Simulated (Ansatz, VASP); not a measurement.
# Two plane-wave programs on Rh

File INCAR:

```
PREC = Accurate ; ENCUT = 600
EDIFF = 1E-6 ; ISMEAR = 0
SIGMA = 0.1 ; LREAL = F
LASPH = T ; NELM = 100
ALGO = Fast ; ISIF = 3
LWAVE = F ; LCHARG = F
GGA = PS ; IBRION = 2
NSW = 100 ; EDIFFG = -0.005
```

The input KPOINTS:

```
regular mesh
0
Gamma
  18 18 18
```

Contents of POSCAR:

```
Rh
1.0
    0.0000000000      1.8978500000      1.8978500000
    1.8978500000      0.0000000000      1.8978500000
    1.8978500000      1.8978500000      0.0000000000
Rh
1
Direct
    0.0000000000      0.0000000000      0.0000000000
```

Input for Ansatz:

```yaml
crystal:
  lattice:
    - [0.0, 1.89785, 1.89785]
    - [1.89785, 0.0, 1.89785]
    - [1.89785, 1.89785, 0.0]
  atoms:
    - { symbol: Rh, position: [0.0, 0.0, 0.0] }
basis:
  ecutwfc: 420
kpoints:
  mp_grid: { grid: [18, 18, 18] }
hamiltonian:
  xc: pbesol
scf:
  occupations: { method: gaussian, width: 0.1 }
output:
  forces: true
  stress: true
  eigenvalues: true
  write_density: true
  write_potential: true
  elf: true
  volumetric_format: npy
relax:
  adjacent_minimum: "off"
  f_tol: 0.005
  max_steps: 80
  cell: { stress_tol: 0.05 }
```

Alike in both runs: task relaxation of cell and atoms; functional PBEsol; k mesh 18 × 18 × 18; occupations gaussian, width 0.1 eV; no spin polarisation.

```csv
,VASP,Ansatz
version,VASP 6.6.1,Ansatz 0.2.0
potentials or method,"VASP PAW PBE potentials, release 64 (Rh_pv), cutoff 600 eV","scalar-relativistic, plane waves, PAW"
valence electrons in the cell,15,17
```

```tsv
	VASP	Ansatz	Ansatz less VASP
gap on the k mesh at the Fermi level, each at its own relaxed structure (eV)	none	none	-
relaxed volume (Å³/atom)	13.50	13.50	+0.007
relaxed length of the cell vector where the two differ most in proportion (Å)	2.672	2.673	+0.0004
```

VASP's potentials were made for PBE, not for PBEsol. A gap of «none» marks a metal or a gap that the smearing closes. VASP's potentials hold 15 valence electrons a cell and Ansatz's 17, so a difference there can come from the potentials and not from the codes.
